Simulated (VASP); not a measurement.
A run of VASP 6.6.1 is set up as follows.

File INCAR:

```
SYSTEM = Cr
PREC = Accurate
ENCUT = 520
EDIFF = 1E-7
ISMEAR = -1
SIGMA = 0.1
LREAL = .FALSE.
LASPH = .TRUE.
NELM = 60
ALGO = Normal
ISIF = 2
LWAVE = .FALSE.
LCHARG = .TRUE.
GGA = PE
LELF = .TRUE.
LVHAR = .TRUE.
NBANDS = 19
```

File KPOINTS:

```
Automatic mesh
0
G
  17 17 9
  0 0 0
```

POSCAR

```
Cr
1.0
    2.4262994230      0.0000000000      0.0000000000
   -1.2131497115      2.1012369375      0.0000000000
    0.0000000000      0.0000000000      4.3048677147
Cr
2
Direct
    0.3333333333      0.6666666667      0.2500000000
    0.6666666667      0.3333333333      0.7500000000
```

Potentials or basis: VASP PAW PBE potentials, release 64 (Cr_pv).

Command:

```sh
$ cat potpaw_PBE.64/Cr_pv/POTCAR > POTCAR
$ mpirun -np 1 vasp_std > vasp.out
```

**Question.** What does it give for the band gap on the k mesh?

**Answer.** Zero (band 12 reaches 12.54 eV, above the bottom of band 13 at 11.19 eV).

**Question.** Predict the pressure.

**Answer.** 22.7 GPa.

Caveat: the run has no spin polarisation, though such a crystal can be magnetic. Spin polarisation is off, so any magnetic state and its effect on volume and gap are missing.
